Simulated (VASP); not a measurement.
Runs of VASP 6.6.1 on Pt. The structure is that of space group Im-3m (No. 229), or close to it. The cells are those of the table. This isn't the form of Pt at room conditions, which is fcc.

```tsv
task	cell	gap on the mesh (eV)	pressure (GPa)
relaxation of cell and atoms	relaxed to 20 GPa from a = 2.744 Å, angles 109.5°, 1 atom	none	20.0
relaxation of cell and atoms	relaxed to 5 GPa from a = 2.744 Å, angles 109.5°, 1 atom	none	4.9
single point	a = 2.660 Å, angles 109.5°, 1 atom	none	21.0
single point	a = 2.702 Å, angles 109.5°, 1 atom	none	5.7
single point	a = 2.719 Å, angles 109.5°, 1 atom	none	0.7
relaxation of cell and atoms	relaxed to 10 GPa from a = 2.744 Å, angles 109.5°, 1 atom	none	10.0
single point	a = 2.687 Å, angles 109.5°, 1 atom	none	(a)
relaxation of cell and atoms	relaxed from a = 2.744 Å, angles 109.5°, 1 atom	none	0.0
```

Alike in all rows: level r2SCAN; potentials or basis VASP PAW PBE potentials, release 64 (Pt); no spin polarisation; k mesh 15 × 15 × 15; cutoff (eV) 550; smearing methfessel-paxton 0.05 eV.

Q: Fill in the values left out.

A: (a) 10.9.

Caveats: the PAW data sets were made with another functional, which shifts forces and pressure a little; spin-orbit coupling is left out, which moves the levels of the heavy elements; the cell is relaxed towards a set pressure, so the run minimises the enthalpy, not the energy (at least some runs); the cell stands under pressure (at least some runs).

A k mesh can miss the band edges, and the runs leave out spin-orbit coupling on Pt.

A gap of «none» marks levels without a gap at the run's occupations.
